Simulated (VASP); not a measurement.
# MnSn3 (Fm-3m) in VASP: a series of runs

The runs below take MnSn3 through relaxation of cell and atoms, single point, with PBE.

All numbers are computed with VASP 6.6.1; they aren't measurements. Logs are shortened: lines on timing, memory, paths and dates and some standing lists are left out, and cuts for length are marked.

### Step 1. The cell of the first run

The structure is cubic, space group Fm-3m (No. 225). The conventional cell has a = 7.337 Å, b = 7.337 Å, c = 7.337 Å, α = 90.00°, β = 90.00°, γ = 90.00°. Within 4.2 Å of Sn (site symmetry -43m) lie 10 Sn at 3.18 to 3.67 Å and 4 Mn at 3.18 Å. Within 4.2 Å of Sn (site symmetry m-3m) lie 8 Sn at 3.18 Å and 6 Mn at 3.67 Å. Mn (site symmetry m-3m) has 14 Sn at 3.18 to 3.67 Å within 4.2 Å.

### Step 2. Relaxation of cell and atoms, PBE

Contents of INCAR:

```
  PREC = Accurate
  ENCUT = 600
  EDIFF = 1E-6
  ISMEAR = 0
  SIGMA = 0.1
  LREAL = False
  LASPH = True
  NELM = 100
  ALGO = Fast
  ISIF = 3
  LWAVE = False
  LCHARG = False
  GGA = PE
  IBRION = 2
  NSW = 80
  EDIFFG = -0.01
```

Contents of KPOINTS:

```
regular mesh
0
Gamma
  10 10 10
```

Contents of POSCAR:

```
MnSn3
1.0
    0.0000000000      3.6684432068      3.6684432068
    3.6684432068      0.0000000000      3.6684432068
    3.6684432068      3.6684432068      0.0000000000
Sn Mn
3 1
Direct
    0.2500000000      0.2500000000      0.2500000000
    0.7500000000      0.7500000000      0.7500000000
    0.5000000000      0.5000000000      0.5000000000
    0.0000000000      0.0000000000      0.0000000000
```

Potentials or basis: VASP PAW PBE potentials, release 64 (Sn_d, Mn_pv).

On the command line:

```
$ cat potpaw_PBE.64/Sn_d/POTCAR potpaw_PBE.64/Mn_pv/POTCAR > POTCAR
$ mpirun -np 1 vasp_std > vasp.out
```

OUTCAR:

```text
PREC = Accurate
   ENCUT = 600
   EDIFF = 1E-6
   ISMEAR = 0
   LREAL = False
   LASPH = True
   NELM = 100
   ISIF = 3
   GGA = PE
   IBRION = 2
   NSW = 80
   EDIFFG = -0.01

 ion  position               nearest neighbor table
   1  0.250  0.250  0.250-   3 3.18   4 3.18   4 3.18   4 3.18   4 3.18   3 3.18   3 3.18   3 3.18
                             2 3.67   2 3.67   2 3.67   2 3.67   2 3.67   2 3.67
   2  0.750  0.750  0.750-   3 3.18   4 3.18   3 3.18   3 3.18   3 3.18   4 3.18   4 3.18   4 3.18
                             1 3.67   1 3.67   1 3.67   1 3.67   1 3.67   1 3.67
   3  0.500  0.500  0.500-   1 3.18   2 3.18   1 3.18   1 3.18   1 3.18   2 3.18   2 3.18   2 3.18

   4  0.000  0.000  0.000-   1 3.18   2 3.18   2 3.18   2 3.18   2 3.18   1 3.18   1 3.18   1 3.18

  LATTYP: Found a face centered cubic cell.
 ALAT       =     7.3368864136

  Lattice vectors:

 A1 = (   0.0000000000,   3.6684432068,   3.6684432068)
 A2 = (   3.6684432068,   0.0000000000,   3.6684432068)
 A3 = (   3.6684432068,   3.6684432068,   0.0000000000)

Analysis of symmetry for initial positions (statically):
=====================================================================
 Subroutine PRICEL returns:
 Original cell was already a primitive cell.

 Routine SETGRP: Setting up the symmetry group for a
 face centered cubic supercell.

 Subroutine GETGRP returns: Found 48 space group operations
 (whereof 48 operations were pure point group operations)
 out of a pool of 48 trial point group operations.

The static configuration has the point symmetry O_h .

Analysis of symmetry for dynamics (positions and initial velocities):
=====================================================================
 Subroutine PRICEL returns:
 Original cell was already a primitive cell.

 Routine SETGRP: Setting up the symmetry group for a
 face centered cubic supercell.

 Subroutine GETGRP returns: Found 48 space group operations
 (whereof 48 operations were pure point group operations)
 out of a pool of 48 trial point group operations.

The dynamic configuration has the point symmetry O_h .

 Subroutine INISYM returns: Found 48 space group operations
 (whereof 48 operations are pure point group operations),
 and found     1 'primitive' translations

----------------------------------------------------------------------------------------

                                     Primitive cell

  volume of cell :      98.7360

  direct lattice vectors                    reciprocal lattice vectors
     0.000000000  3.668443207  3.668443207    -0.136297599  0.136297599  0.136297599
     3.668443207  0.000000000  3.668443207     0.136297599 -0.136297599  0.136297599
     3.668443207  3.668443207  0.000000000     0.136297599  0.136297599 -0.136297599

  length of vectors
     5.187962136  5.187962136  5.187962136     0.236074366  0.236074366  0.236074366

  position of ions in fractional coordinates (direct lattice)
     0.250000000  0.250000000  0.250000000
     0.750000000  0.750000000  0.750000000
     0.500000000  0.500000000  0.500000000
     0.000000000  0.000000000  0.000000000

  ion indices of the primitive-cell ions
   primitive index   ion index
                 1           1
                 2           2
                 3           3
                 4           4

----------------------------------------------------------------------------------------

 KPOINTS: regular mesh

Automatic generation of k-mesh.
 Grid dimensions read from file:
 generate k-points for:   10   10   10

 Generating k-lattice:

  Cartesian coordinates                     Fractional coordinates (reciprocal lattice)
    -0.013629760  0.013629760  0.013629760     0.100000000  0.000000000  0.000000000
     0.013629760 -0.013629760  0.013629760     0.000000000  0.100000000  0.000000000
     0.013629760  0.013629760 -0.013629760     0.000000000  0.000000000  0.100000000

  Length of vectors
     0.023607437  0.023607437  0.023607437

  Shift w.r.t. Gamma in fractional coordinates (k-lattice)
     0.000000000  0.000000000  0.000000000

 Subroutine IBZKPT returns following result:
 ===========================================

 Found     47 irreducible k-points:

 Following reciprocal coordinates:
            Coordinates               Weight
  0.000000  0.000000  0.000000      1.000000
  0.100000  0.000000  0.000000      8.000000
  0.200000  0.000000  0.000000      8.000000
  0.300000  0.000000  0.000000      8.000000
  0.400000  0.000000  0.000000      8.000000
  0.500000  0.000000  0.000000      4.000000
[... 16 lines left out ...]
  0.300000  0.300000  0.000000      6.000000
  0.400000  0.300000  0.000000     24.000000
 [... further k-points ...]
   k-points           NKPTS =     47   k-points in BZ     NKDIM =     47   number of bands    NBANDS=     33
   number of dos      NEDOS =    301   number of ions     NIONS =      4
   total plane-waves  NPLWV =  74088
   dimension x,y,z NGX =    42 NGY =   42 NGZ =   42
   dimension x,y,z NGXF=    84 NGYF=   84 NGZF=   84
   ions per type =               3   1
   NGX,Y,Z   is equivalent  to a cutoff of  13.46, 13.46, 13.46 a.u.
   NGXF,Y,Z  is equivalent  to a cutoff of  26.92, 26.92, 26.92 a.u.
 SYSTEM =  unknown system
   PREC   = accura    normal or accurate (medium, high low for compatibility)
   ISTART =      0    job   : 0-new  1-cont  2-samecut
   ICHARG =      2    charge: 1-file 2-atom 10-const
   ISPIN  =      1    spin polarized calculation?
   LNONCOLLINEAR =      F non collinear calculations
   LSORBIT =      F    spin-orbit coupling
   LASPH  =      T    aspherical Exc in radial PAW
   ENCUT  =  600.0 eV  44.10 Ry    6.64 a.u.  10.36 10.36 10.36*2*pi/ulx,y,z
   NELM   =    100;   NELMIN=  2; NELMDL= -5     # of ELM steps
   EDIFF  = 0.1E-05   stopping-criterion for ELM
   LREAL  =      F    real-space projection
   EDIFFG = -.1E-01   stopping-criterion for IOM
   NSW    =     80    number of steps for IOM
   IBRION =      2    ionic relax: 0-MD 1-quasi-New 2-CG
   NFREE  =      1    steps in history (QN), initial steepest desc. (CG)
   ISIF   =      3    stress and relaxation
   ISYM   =      2    0-nonsym 1-usesym 2-fastsym
   POTIM  = 0.5000    time-step for ionic-motion
   TEBEG  =    0.0;   TEEND  =   0.0 temperature during run
   PSTRESS=    0.0 pullay stress
   NELECT =      55.0000    total number of electrons
   NUPDOWN=      -1.0000    fix difference up-down
   EMIN   =  10.00;   EMAX   =-10.00  energy-range for DOS
   EFERMI =   0.00;   METHOD = LEGACY
   ISMEAR =     0;   SIGMA  =   0.10  broadening in eV -4-tet -1-fermi 0-gaus
   EFERMI_NEDOS =   21; number of points for ismear=-14 and -15
   IALGO  =     68    algorithm
   IMIX   =      4    mixing-type and parameters
     AMIX     =   0.40;   BMIX     =  1.00
     AMIX_MAG =   1.60;   BMIX_MAG =  1.00
  volume/ion in A,a.u.               =      24.68       166.58
  Fermi-wavevector in a.u.,A,eV,Ry     =   1.347009  2.545478 24.686874  1.814434
  Thomas-Fermi vector in A             =   2.474795
   LORBIT       =      0    0 simple, 1 ext, 2 COOP (PROOUT), +10 PAW based schemes
   GGA     = PE    functional components
   LHFCALC =     F    Hartree Fock is set to
   AEXX    =    0.0000 exact exchange contribution
   IVDW    =     0    specifies the selected vdW correction
   LEPSILON=     F    determine dielectric tensor
   LRPA    =     F    only Hartree local field effects (RPA)
 conjugate gradient relaxation of ions
 non-spin polarized calculation
 RMM-DIIS sequential band-by-band and
 Gauss-broadening in eV      SIGMA  =   0.10
  energy-cutoff  :      600.00
  volume of cell :       98.74
 maximum number of plane-waves:      3324
 NGX is ok and might be reduce to    42
   NGX = 21   NGY = 21   NGZ = 21

--------------------------------------- Ionic step        1  -------------------------------------------

 number of electron      54.9999992 magnetization

 Free energy of the ion-electron system (eV)
  ---------------------------------------------------
  ext. energy  EPLUGINS =         0.00000000
  ---------------------------------------------------
  free energy    TOTEN  =       -17.51476251 eV

  energy without entropy =      -17.45981622  energy(sigma->0) =      -17.48728937

------------------------ aborting loop because EDIFF is reached ----------------------------------------

  FORCE on cell =-STRESS in cart. coord.  units (eV):
  Direction    XX          YY          ZZ          XY          YZ          ZX
  --------------------------------------------------------------------------------------
  -------------------------------------------------------------------------------------
  Total       -3.9372270     -3.9372270     -3.9372270      0.0000000     -0.0000000      0.0000000
  in kB      -63.8889336    -63.8889336    -63.8889336      0.0000000     -0.0000000      0.0000000
  external PRESSURE =     -63.8889336 kB  Pullay stress =       0.0000000 kB

 VOLUME and BASIS-vectors are now :
 -----------------------------------------------------------------------------
  energy-cutoff  :      600.00
  volume of cell :       98.74
      direct lattice vectors                 reciprocal lattice vectors
     0.000000000  3.668443207  3.668443207    -0.136297599  0.136297599  0.136297599
     3.668443207  0.000000000  3.668443207     0.136297599 -0.136297599  0.136297599
     3.668443207  3.668443207  0.000000000     0.136297599  0.136297599 -0.136297599
[... 191 lines left out ...]
 POSITION                                       TOTAL-FORCE (eV/Angst)
 -----------------------------------------------------------------------------------
      1.76183      1.76183      1.76183         0.000000      0.000000      0.000000
      5.28548      5.28548      5.28548        -0.000000     -0.000000     -0.000000
      3.52365      3.52365      3.52365         0.000000      0.000000      0.000000
      0.00000      0.00000     -0.00000         0.000000      0.000000      0.000000
 -----------------------------------------------------------------------------------
    total drift:                               -0.000000     -0.000000      0.000000

  FREE ENERGIE OF THE ION-ELECTRON SYSTEM (eV)
  ---------------------------------------------------
  free  energy   TOTEN  =       -17.7737456669 eV

  energy  without entropy=      -17.7303577776  energy(sigma->0) =      -17.75205172

--------------------------------------- Ionic step        7  -------------------------------------------

 number of electron      54.9999990 magnetization

 Free energy of the ion-electron system (eV)
  ---------------------------------------------------
  ext. energy  EPLUGINS =         0.00000000
  ---------------------------------------------------
  free energy    TOTEN  =       -17.77374604 eV

  energy without entropy =      -17.73035391  energy(sigma->0) =      -17.75204998

 E-fermi :   8.8902     XC(G=0): -11.1377

 val. band max:        8.8703950119   @ k =   0.3000   0.2000   0.1000
 cond. band min:       8.8955765550   @ k =  -0.4000   0.4000   0.2000
 fundamental gap:      0.0251815431
 Fermi energy:         8.8901977150

 k-point     1 :       0.0000    0.0000    0.0000
  band No.  band energies     occupation
      1     -38.4417      2.00000
      2     -38.4417      2.00000
      3     -38.4417      2.00000
      4     -12.6741      2.00000
      5     -12.6741      2.00000
      6     -12.6741      2.00000
[... 853 lines left out ...]
     32      12.4502      0.00000
     33      13.0059      0.00000

 [... further k-points ...]
[... 5 lines left out ...]
  --------------------------------------------------------------------------------------
  -------------------------------------------------------------------------------------
  Total       -0.0315891     -0.0315891     -0.0315891      0.0000000      0.0000000      0.0000000
  in kB       -0.5784153     -0.5784153     -0.5784153      0.0000000      0.0000000      0.0000000
  external PRESSURE =      -0.5784153 kB  Pullay stress =       0.0000000 kB

 VOLUME and BASIS-vectors are now :
 -----------------------------------------------------------------------------
  energy-cutoff  :      600.00
  volume of cell :       87.50
      direct lattice vectors                 reciprocal lattice vectors
    -0.000000000  3.523650671  3.523650671    -0.141898289  0.141898289  0.141898289
     3.523650671  0.000000000  3.523650671     0.141898289 -0.141898289  0.141898289
     3.523650671  3.523650671 -0.000000000     0.141898289  0.141898289 -0.141898289

 POSITION                                       TOTAL-FORCE (eV/Angst)
 -----------------------------------------------------------------------------------
      1.76183      1.76183      1.76183        -0.000000     -0.000000     -0.000000
      5.28548      5.28548      5.28548         0.000000      0.000000      0.000000
      3.52365      3.52365      3.52365         0.000000     -0.000000     -0.000000
      0.00000      0.00000      0.00000         0.000000     -0.000000     -0.000000
 -----------------------------------------------------------------------------------
    total drift:                               -0.000000     -0.000000      0.000000

  FREE ENERGIE OF THE ION-ELECTRON SYSTEM (eV)
  ---------------------------------------------------
  free  energy   TOTEN  =       -17.7737460431 eV

  energy  without entropy=      -17.7303539145  energy(sigma->0) =      -17.75204998

 reached required accuracy - stopping structural energy minimisation
```

Wall time 20 min (1 thread of Intel Xeon Platinum 8375C at 2.90GHz (Ice Lake), shared host); peak memory 0.39 GiB.

What came out:

```
Free energy                           : -17.7737 eV
Relaxed volume                        : 21.88 Å³/atom
Relaxed cell                          : a = 4.983 Å, b = 4.983 Å, c = 4.983 Å, α = 60.00°, β = 60.00°, γ = 60.00°
Space group after relaxing (to 0.1 Å) : Fm-3m (No. 225)
Energy gained by relaxing             : 64.7 meV/atom
Ionic steps                           : 7
Pressure after relaxing               : -0.1 GPa
Band gap on the k mesh                : zero (an odd number of electrons rules out a gap without spin polarisation)
```

The path:
| step | energy change (eV) | largest force (eV/Å) | pressure (GPa) | volume (Å³) |
| --- | --- | --- | --- | --- |
| 1 | 0.0000 | 0.0000 | -6.39 | 98.74 |
| 2 | -0.2315 | 0.0000 | 1.37 | 85.33 |
| 3 | -0.2590 | 0.0000 | 0.09 | 87.29 |
| 4 | -0.2590 | 0.0000 | -0.11 | 87.51 |
| 5 | -0.2590 | 0.0000 | -0.11 | 87.51 |
| 6 | -0.2590 | 0.0000 | -0.08 | 87.50 |
| 7 | -0.2590 | 0.0000 | -0.06 | 87.50 |

Final structure:
```
Sn Mn
1.0
     0.00000    3.52365    3.52365
     3.52365    0.00000    3.52365
     3.52365    3.52365    0.00000
Sn Mn
3 1
Cartesian
  1.7618 1.7618 1.7618
  5.2855 5.2855 5.2855
  3.5237 3.5237 3.5237
  0.0000 0.0000 0.0000
```

Caveat: spin-orbit coupling is left out, which moves the levels of the heavy elements; the run has no spin polarisation, though such a crystal can be magnetic.

### Step 3. Single point, PBE, collinear spin, ferromagnetic start

Contents of INCAR:

```
SYSTEM = MnSn3
PREC = Accurate
ENCUT = 520
EDIFF = 1E-6
ISMEAR = 0
SIGMA = 0.1
LREAL = .False.
LASPH = .True.
NELM = 150
ALGO = Fast
ISIF = 2
LWAVE = .False.
LCHARG = .True.
ISPIN = 2
MAGMOM = 0 0 0 0.5
LORBIT = 11
LMAXMIX = 4
GGA = PE
LELF = .True.
LVHAR = .True.
NBANDS = 40
```

Contents of KPOINTS:

```
regular mesh
0
Gamma
  10 10 10
  0 0 0
```

POSCAR is that of step 2.

Potentials or basis: VASP PAW PBE potentials, release 64 (Sn_d, Mn_pv).

On the command line:

```
$ cat potpaw_PBE.64/Sn_d/POTCAR potpaw_PBE.64/Mn_pv/POTCAR > POTCAR
$ mpirun -np 1 vasp_std > vasp.out
```

Wall time 7.9 min (1 thread of Intel Xeon Platinum 8488C (Sapphire Rapids), shared host); peak memory 0.46 GiB.

The run converged. Its results:

| Item | Value |
| --- | --- |
| Free energy | -17.6378 eV |
| Pressure | -4.0 GPa |
| Net moment | -0.43 μB per cell |
| Site moments | Sn +0.05, -0.01 (each value once); Mn -0.60 μB |
| Valence electrons inside the program's atomic spheres | Sn 12.16, 12.17 (each value once); Mn 11.41 |

Levels at points of the mesh, in eV from the Fermi level:
Spin up:
```
           k point  band 23  band 24  band 25  band 26  band 27  band 28  band 29  band 30  band 31  band 32
(0.00, 0.00, 0.00)    -1.98    -1.98    -0.83    -0.83    -0.83    -0.83    -0.83     1.68     1.68     1.68
(0.50, 0.00, 0.00)    -2.70    -1.62    -0.86    -0.86    -0.41    -0.41     0.70     0.71     1.03     2.74
(0.50, 0.50, 0.00)    -3.87    -2.48    -0.72    -0.49     0.08     0.08     0.93     3.35     3.78     3.78
```
Spin down:
| k point | band 25 | band 26 | band 27 | band 28 | band 29 | band 30 | band 31 | band 32 |
| --- | --- | --- | --- | --- | --- | --- | --- | --- |
| (0.00, 0.00, 0.00) | -0.82 | -0.82 | -0.82 | -0.12 | -0.12 | 0.74 | 0.74 | 0.74 |
| (0.50, 0.00, 0.00) | -0.89 | -0.89 | -0.81 | -0.81 | -0.13 | 0.73 | 0.73 | 2.79 |
| (0.50, 0.50, 0.00) | -1.17 | -1.17 | -0.48 | 0.03 | 0.27 | 3.35 | 3.67 | 3.67 |

Caveat: the cell stands under tension; spin-orbit coupling is left out, which moves the levels of the heavy elements.

The gap in the log of VASP goes by the Fermi energy; the results here count the filled bands.